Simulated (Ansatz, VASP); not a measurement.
**HfC in VASP and in Ansatz**

File INCAR:

```
ALGO     = Normal         # electronic algorithm
EDIFF    = 1E-7           # SCF threshold, eV
ENCUT    = 520            # plane-wave cutoff, eV
ISIF     = 2              # what is computed and relaxed
ISMEAR   = -1             # smearing method
LASPH    = T              # aspherical terms in the spheres
LCHARG   = T              # write CHGCAR
LELF     = T              # ELF
LREAL    = F              # projectors in reciprocal space
LVHAR    = T            
LWAVE    = F              # write WAVECAR
NBANDS   = 14             # bands
NELM     = 80             # most SCF steps
PREC     = Accurate       # precision mode
SIGMA    = 0.05           # smearing width, eV
```

KPOINTS

```
k-points
0
Gamma
  12 12 12
```

File POSCAR:

```
HfC
1.0
   -0.0232500000      2.3133750000      2.3133750000
    2.3133750000     -0.0232500000      2.3133750000
    2.3133750000      2.3133750000     -0.0232500000
Hf C
1 1
Direct
    0.5000000000      0.5000000000      0.5000000000
    0.0000000000      0.0000000000      0.0000000000
```

Input for Ansatz:

```yaml
crystal:
  lattice:
    - [-0.02325, 2.313375, 2.313375]
    - [2.313375, -0.02325, 2.313375]
    - [2.313375, 2.313375, -0.02325]
  atoms:
    - { symbol: Hf, position: [0.5, 0.5, 0.5] }
    - { symbol: C, position: [0.0, 0.0, 0.0] }
kpoints:
  mp_grid: { grid: [12, 12, 12] }
  band_path:
    path:
      - [0.0, 0.0, 0.0]
      - [0.5, 0.5, 0.5]
      - [0.2525443832, 0.5, 0.7474556168]
      - [-0.2525443832, 0.2525443832, 0.5]
      - [0.0, 0.0, 0.5]
      - [0.0, 0.0, 0.0]
      - [-0.3762721916, 0.0, 0.3762721916]
      - [0.0, 0.3762721916, 0.6237278084]
      - [0.0, 0.5, 0.5]
    npoints: 5
scf:
  occupations: { method: fermi_dirac, width: 0.05 }
hamiltonian:
  xc: lda
  pseudopotentials: { kind: all_electron, lapw: { basis_error: 0.00025 } }
output:
  forces: true
  stress: true
  eigenvalues: true
```

Change from the starting cell: equal xy, yz and zx shear strains of -1 %.

Alike in both runs: task single point; functional LDA; k mesh 12 × 12 × 12; occupations fermi-dirac, width 0.05 eV; no spin polarisation.

```csv
,VASP,Ansatz
version,VASP 6.6.1,Ansatz 0.2.0
potentials or method,"VASP PAW LDA potentials, release 64 (Hf_pv, C), cutoff 520 eV","all-electron LAPW, scalar-relativistic"
```

|  | VASP | Ansatz | Ansatz less VASP |
| --- | --- | --- | --- |
| pressure (GPa) | -11.5 | -11.8 | -0.23 |
| traceless stress, the component that is largest in VASP (GPa) | 1.70 | 1.70 | -0.002 |

LDA's correlation is that of Perdew and Zunger in VASP and of Perdew and Wang (1992) in Ansatz. Ansatz ran all-electron here, and VASP with PAW potentials.

Neither program's run includes spin-orbit coupling.
